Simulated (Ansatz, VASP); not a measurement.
**Ca: VASP beside Ansatz**

File INCAR:

```
SYSTEM = Ca
  ALGO = Normal
  EDIFF = 1E-6
  EDIFFG = -0.005
  ENCUT = 600
  GGA = PE
  IBRION = 2
  ISIF = 3
  ISMEAR = -1
  LASPH = .TRUE.
  LCHARG = .FALSE.
  LREAL = .FALSE.
  LWAVE = .FALSE.
  NELM = 60
  NSW = 60
  PREC = Accurate
  SIGMA = 0.08
```

The input KPOINTS:

```
k-points
0
G
  12 12 12
  0 0 0
```

Contents of POSCAR:

```
Ca
1.0
    0.0000000000      2.7627070339      2.7627070339
    2.7627070339      0.0000000000      2.7627070339
    2.7627070339      2.7627070339      0.0000000000
Ca
1
Direct
    0.0000000000      0.0000000000      0.0000000000
```

Input for Ansatz:

```yaml
crystal:
  lattice:
    - [0.0, 2.7627070339, 2.7627070339]
    - [2.7627070339, 0.0, 2.7627070339]
    - [2.7627070339, 2.7627070339, 0.0]
  atoms:
    - { symbol: Ca, position: [0.0, 0.0, 0.0] }
kpoints:
  mp_grid: { grid: [12, 12, 12] }
scf:
  occupations: { method: fermi_dirac, width: 0.08 }
hamiltonian:
  xc: pbe
  pseudopotentials: { kind: paw }
output:
  forces: true
  stress: true
relax:
  f_tol: 0.005
  max_steps: 40
  cell: {}
```

Alike in both runs: task relaxation of cell and atoms; functional PBE; k mesh 12 × 12 × 12; occupations fermi-dirac, width 0.08 eV; no spin polarisation.

|  | VASP | Ansatz |
| --- | --- | --- |
| version | VASP 6.6.1 | Ansatz 0.2.0 |
| potentials or method | VASP PAW PBE potentials, release 64 (Ca_sv) | PAW with Ansatz's default frozen-core files, scalar-relativistic |
| plane-wave cutoff (eV) | 600 | 420 |
| valence electrons in the cell | 10 | 10 |

|  | VASP | Ansatz | Ansatz less VASP |
| --- | --- | --- | --- |
| relaxed volume (Å³/atom) | 42.27 | 42.17 | -0.101 |
| relaxed cell length with the largest relative difference (Å) | 3.910 | 3.907 | -0.0031 |
